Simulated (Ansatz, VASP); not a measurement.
# LiF in VASP and in Ansatz

INCAR

```
  ALGO = Normal
  EDIFF = 1E-6
  ENCUT = 520
  GGA = CA
  ISIF = 2
  ISMEAR = 0
  LASPH = T
  LCHARG = T
  LELF = T
  LREAL = F
  LVHAR = T
  LWAVE = F
  NBANDS = 18
  NELM = 80
  PREC = Accurate
  SIGMA = 0.05
```

The input KPOINTS:

```
k-points
0
Gamma
  9 9 6
```

File POSCAR:

```
LiF
1.0
    2.8717007359      0.0000000000      0.0000000000
   -1.4358503679      2.4869657893      0.0000000000
    0.0000000000      0.0000000000      4.5232158291
Li F
2 2
Direct
    0.3333333333      0.6666666667      0.3839784076
    0.6666666667      0.3333333333      0.8839784076
    0.3333333333      0.6666666667      0.9910195924
    0.6666666667      0.3333333333      0.4910195924
```

Input for Ansatz:

```yaml
crystal:
  lattice:
    - [2.8717007359, 0.0, 0.0]
    - [-1.4358503679, 2.4869657893, 0.0]
    - [0.0, 0.0, 4.5232158291]
  atoms:
    - { symbol: Li, position: [0.3333333333, 0.6666666667, 0.3839784076] }
    - { symbol: Li, position: [0.6666666667, 0.3333333333, 0.8839784076] }
    - { symbol: F, position: [0.3333333333, 0.6666666667, 0.9910195924] }
    - { symbol: F, position: [0.6666666667, 0.3333333333, 0.4910195924] }
basis:
  ecutwfc: 520.0
kpoints:
  mp_grid: { grid: [9, 9, 6] }
hamiltonian:
  xc: lda
scf:
  occupations: { method: gaussian, width: 0.05 }
output:
  forces: true
  stress: true
  eigenvalues: true
```

Alike in both runs: task single point; functional LDA; k mesh 9 × 9 × 6; occupations gaussian, width 0.05 eV; no spin polarisation.

|  | VASP | Ansatz |
| --- | --- | --- |
| version | VASP 6.6.1 | Ansatz 0.2.0 |
| potentials or method | VASP PAW LDA potentials, release 64 (Li_sv, F), cutoff 520 eV | scalar-relativistic, plane waves, PAW |
| valence electrons in the cell | 20 | 20 |

Ansatz gave:

| Quantity | Value |
| --- | --- |
| gap on the k mesh at the Fermi level (eV) | 8.69 |
| least direct gap on the mesh (eV) | 8.69 |
| rms of the force components (eV/Å) | 0.081 |

Question: What did VASP give for the same quantities?

Answer: gap on the k mesh at the Fermi level (eV): 8.68; least direct gap on the mesh (eV): 8.68; rms of the force components (eV/Å): 0.081.

LDA's correlation is that of Perdew and Zunger in VASP and of Perdew and Wang (1992) in Ansatz. Atom by atom the forces differ by 0.000 eV/Å (rms over components).

Noted on VASP's run: the cutoff is short for stress, so the pressure is rough.
